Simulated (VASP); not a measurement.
# Na (Im-3m) in VASP: a series of runs, part 2 of 2

VASP 6.6.1.

## Step 4: Relaxation of cell and atoms, r2SCAN

This run uses another cell than the first one, of 39.26 Å³/atom.

The input, POSCAR:

```
Na
1.0
   -2.1410000000      2.1410000000      2.1410000000
    2.1410000000     -2.1410000000      2.1410000000
    2.1410000000      2.1410000000     -2.1410000000
Na
1
Direct
    0.0000000000      0.0000000000      0.0000000000
```

The input, INCAR.step1:

```
SYSTEM = Na
PREC = Accurate
ENCUT = 600
ISMEAR = 0
SIGMA = 0.1
LREAL = .FALSE.
LASPH = .TRUE.
NELM = 80
GGA = PE
ALGO = Normal
EDIFF = 1E-4
LWAVE = .TRUE.
LCHARG = .FALSE.
```

The input, INCAR.step2:

```
SYSTEM = Na
PREC = Accurate
ENCUT = 600
EDIFF = 1E-7
ISMEAR = 0
SIGMA = 0.1
LREAL = .FALSE.
LASPH = .TRUE.
NELM = 80
ALGO = Normal
ISIF = 3
LWAVE = .FALSE.
LCHARG = .FALSE.
METAGGA = R2SCAN
LMIXTAU = .TRUE.
IBRION = 2
NSW = 100
EDIFFG = -0.005
ISTART = 1
```

The input, KPOINTS:

```
Automatic mesh
0
G
  14 14 14
  0 0 0
```

Potentials or basis: VASP PAW PBE potentials, release 64 (Na_pv).

On the command line:

```bash
$ cat potpaw_PBE.64/Na_pv/POTCAR > POTCAR
$ cp INCAR.step1 INCAR
$ mpirun -np 1 vasp_std > vasp.out
$ cp INCAR.step2 INCAR
$ mpirun -np 1 vasp_std > vasp.out
```

OUTCAR:

```text
SYSTEM = Na
   PREC = Accurate
   ENCUT = 600
   EDIFF = 1E-7
   ISMEAR = 0
   LREAL = .FALSE.
   LASPH = .TRUE.
   NELM = 80
   ISIF = 3
   METAGGA = R2SCAN
   IBRION = 2
   NSW = 100
   EDIFFG = -0.005
   ISTART = 1

 ion  position               nearest neighbor table
   1  0.000  0.000  0.000-

  LATTYP: Found a body centered cubic cell.
 ALAT       =     4.2820000000

  Lattice vectors:

 A1 = (  -2.1410000000,   2.1410000000,   2.1410000000)
 A2 = (   2.1410000000,  -2.1410000000,   2.1410000000)
 A3 = (   2.1410000000,   2.1410000000,  -2.1410000000)

Analysis of symmetry for initial positions (statically):
=====================================================================
 Subroutine PRICEL returns:
 Original cell was already a primitive cell.

 Routine SETGRP: Setting up the symmetry group for a
 body centered cubic supercell.

 Subroutine GETGRP returns: Found 48 space group operations
 (whereof 48 operations were pure point group operations)
 out of a pool of 48 trial point group operations.

The static configuration has the point symmetry O_h .

[... 168 lines left out ...]
  Total       -0.0685841     -0.0685841     -0.0685841      0.0000000     -0.0000000      0.0000000
  in kB       -2.7991379     -2.7991379     -2.7991379      0.0000000     -0.0000000      0.0000000
  external PRESSURE =      -2.7991379 kB  Pullay stress =       0.0000000 kB
[... 127 lines left out ...]
--------------------------------------- Ionic step        5  -------------------------------------------

 number of electron       6.9999998 magnetization

 Free energy of the ion-electron system (eV)
  ---------------------------------------------------
  ext. energy  EPLUGINS =         0.00000000
  ---------------------------------------------------
  free energy    TOTEN  =        -3.55519200 eV

  energy without entropy =       -3.55220439  energy(sigma->0) =       -3.55369819

 E-fermi :   0.2649     XC(G=0):  -6.8627

 val. band max:        0.2394244267   @ k =  -0.3571   0.4286   0.1429
 cond. band min:       0.3189280775   @ k =   0.3571   0.0714   0.0714
 fundamental gap:      0.0795036509
 Fermi energy:         0.2648813091

 k-point     1 :       0.0000    0.0000    0.0000
  band No.  band energies     occupation
      1     -25.7376      2.00000
      2     -25.7376      2.00000
      3     -25.7374      2.00000
      4      -3.1550      2.00000
      5      12.5811      0.00000
      6      12.5816      0.00000
      7      12.5816      0.00000
[... 221 lines left out ...]
 k-point    24 :       0.3571    0.2857    0.0000
  band No.  band energies     occupation
      1     -25.7631      2.00000
      2     -25.7580      2.00000
      3     -25.7417      2.00000
      4       2.0350      0.00000
      5       2.5452      0.00000
      6       4.0374      0.00000
      7       8.9147      0.00000

 [... further k-points ...]

------------------------ aborting loop because EDIFF is reached ----------------------------------------

  FORCE on cell =-STRESS in cart. coord.  units (eV):
  Direction    XX          YY          ZZ          XY          YZ          ZX
  --------------------------------------------------------------------------------------
  -------------------------------------------------------------------------------------
  Total        0.0008392      0.0008392      0.0008392     -0.0000000     -0.0000000      0.0000000
  in kB        0.0355577      0.0355577      0.0355577     -0.0000000     -0.0000000      0.0000000
  external PRESSURE =       0.0355577 kB  Pullay stress =       0.0000000 kB
[... 16 lines left out ...]
  FREE ENERGIE OF THE ION-ELECTRON SYSTEM (eV)
  ---------------------------------------------------
  free  energy   TOTEN  =        -3.5551919952 eV

  energy  without entropy=       -3.5522043869  energy(sigma->0) =       -3.55369819

 reached required accuracy - stopping structural energy minimisation
```

Run time: 15 min. Hardware: 1 thread of Intel Xeon 8259CL, shared host; peak memory 0.18 GiB.

What came out:

```
Free energy                           : -3.5552 eV
Relaxed volume                        : 37.81 Å³/atom
Relaxed cell                          : a = 3.662 Å, b = 3.662 Å, c = 3.662 Å, α = 109.47°, β = 109.47°, γ = 109.47°
Space group after relaxing (to 0.1 Å) : Im-3m (No. 229)
Energy gained by relaxing             : 1.3 meV/atom
Ionic steps                           : 5
Pressure after relaxing               : 0.0 GPa
Band gap on the k mesh                : zero (an odd number of electrons rules out a gap without spin polarisation)
```

The path:
```tsv
step	energy change (eV)	largest force (eV/Å)	pressure (GPa)	volume (Å³)
1	0.0000	0.0000	-0.28	39.26
2	-0.0006	0.0000	-0.16	38.87
3	-0.0008	0.0000	-0.13	38.72
4	-0.0010	0.0000	-0.06	38.41
5	-0.0013	0.0000	0.00	37.81
```

Final structure:
```
Na
1.0
    -2.11445    2.11445    2.11445
     2.11445   -2.11445    2.11445
     2.11445    2.11445   -2.11445
Na
1
Direct
  0.00000 0.00000 0.00000
```

Caveat: the PAW data sets were made with another functional, which shifts forces and pressure a little.

## Step 5: The runs side by side

```csv
task,cell,cutoff (eV),gap on the mesh (eV),pressure (GPa)
single point,"a = 3.692 Å, angles 109.5°, 1 atom",520,none,-0.2
single point,"a = 3.728 Å, angles 109.5°, 1 atom",520,none,-0.5
relaxation of cell and atoms,"relaxed from a = 3.708 Å, angles 109.5°, 1 atom",600,none,0.0
```

Alike in all rows: level r2SCAN; potentials or basis VASP PAW PBE potentials, release 64 (Na_pv); no spin polarisation; k mesh 14 × 14 × 14; smearing gaussian 0.1 eV.

Caveats: the PAW data sets were made with another functional, which shifts forces and pressure a little.

Total energies depend on the potentials used, so only differences within one code and one set of settings carry meaning.

The gap in the log of VASP goes by the Fermi energy; the results here count the filled bands.